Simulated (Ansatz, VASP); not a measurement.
## One calculation of SiC, two programs

```
Si C
1.0
     0.00000    4.37973   -4.37973
     4.37973    4.37973    0.00000
     4.37973    0.00000   -4.37973
Si C
8 8
Direct
  0.12500 0.12500 0.12500
  0.12500 0.62500 0.12500
  0.62500 0.12500 0.12500
  0.62500 0.62500 0.12500
  0.12500 0.12500 0.62500
  0.12500 0.62500 0.62500
  0.62500 0.12500 0.62500
  0.62500 0.62500 0.62500
  0.00000 0.00000 0.50000
  0.00000 0.50000 0.50000
  0.50000 0.00000 0.50000
  0.50000 0.50000 0.50000
  0.00000 0.00000 0.00000
  0.00000 0.50000 0.00000
  0.50000 0.00000 0.00000
  0.50000 0.50000 0.00000
```

Alike in both runs: task single point; functional PBE; k mesh 3 × 3 × 3; occupations gaussian, width 0.01 eV; no spin polarisation.

```csv
,VASP,Ansatz
version,VASP 6.6.1,Ansatz 0.2.0
potentials or method,"VASP PAW PBE potentials, release 64 (Si, C), cutoff 520 eV","scalar-relativistic, plane waves, PAW"
valence electrons in the cell,64,64
```

VASP gave:

- gap on the k mesh at the Fermi level (eV): 1.36
- least direct gap on the mesh (eV): 1.36
- pressure (GPa): 0.0

**Question.** What did Ansatz give for the same quantities?

**Answer.** gap on the k mesh at the Fermi level (eV): 1.37; least direct gap on the mesh (eV): 1.37; pressure (GPa): 0.0.
